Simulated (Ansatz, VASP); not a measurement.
## Be in VASP and in Ansatz

```
Be
1.0
     2.28530    0.00000    0.00000
    -1.14265    1.97913    0.00000
     0.00000    0.00000    3.58420
Be
2
Direct
  0.68824 0.33844 0.75018
  0.31739 0.65676 0.25854
```

Change from the starting cell: atoms moved at random, drawn with an rms of 0.05 Å.

Alike in both runs: task single point; functional PBEsol; k mesh 13 × 13 × 8; occupations fermi-dirac, width 0.05 eV; no spin polarisation.

```csv
,VASP,Ansatz
version,VASP 6.6.1,Ansatz 0.2.0
potentials or method,"VASP PAW PBE potentials, release 64 (Be), cutoff 520 eV","all-electron LAPW, scalar-relativistic"
```

Ansatz gave:

| Quantity | Value |
| --- | --- |
| gap on the k mesh at the Fermi level (eV) | none |
| pressure (GPa) | -3.7 |
| traceless stress, the component that is largest in VASP (GPa) | 1.42 |
| rms of the force components (eV/Å) | 0.209 |

Question: Estimate VASP's values.

Answer: gap on the k mesh at the Fermi level (eV): none; pressure (GPa): -3.3; traceless stress, the component that is largest in VASP (GPa): 1.43; rms of the force components (eV/Å): 0.210.

VASP's potentials were made for PBE, not for PBEsol. Atom by atom the forces differ by 0.002 eV/Å (rms over components). A gap of «none» marks a metal or a gap that the smearing closes. Ansatz ran all-electron here, and VASP with PAW potentials.
